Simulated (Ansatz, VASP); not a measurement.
**AlNi: VASP beside Ansatz**

```
Al Ni
1.0
     2.89272    0.00000    0.00000
     0.00000    2.89272    0.00000
     0.00000    0.00000    2.89272
Al Ni
1 1
Direct
  0.96543 0.96543 0.00000
  0.51589 0.51589 0.50000
```

Change from the starting cell: mode 4 frozen in at -0.100 Å and mode 5 at -0.100 Å (largest displacements).

Alike in both runs: task single point; functional PBE; k mesh 16 × 16 × 16; occupations gaussian, width 0.15 eV; no spin polarisation.

|  | VASP | Ansatz |
| --- | --- | --- |
| version | VASP 6.6.1 | Ansatz 0.2.0 |
| potentials or method | VASP PAW PBE potentials, release 64 (Al, Ni), cutoff 520 eV | scalar-relativistic, plane waves, PAW |
| valence electrons in the cell | 13 | 21 |

Ansatz gave:

- gap on the k mesh at the Fermi level (eV): none
- pressure (GPa): 2.7
- traceless stress, the component that is largest in VASP (GPa): 2.91
- rms of the force components (eV/Å): 0.724

Which values does VASP return?

gap on the k mesh at the Fermi level (eV): none; pressure (GPa): 2.7; traceless stress, the component that is largest in VASP (GPa): 2.94; rms of the force components (eV/Å): 0.728.

Atom by atom the forces differ by 0.005 eV/Å (rms over components). A gap of «none» marks a metal or a gap that the smearing closes. VASP's potentials hold 13 valence electrons a cell and Ansatz's 21, so a difference there can come from the potentials and not from the codes.
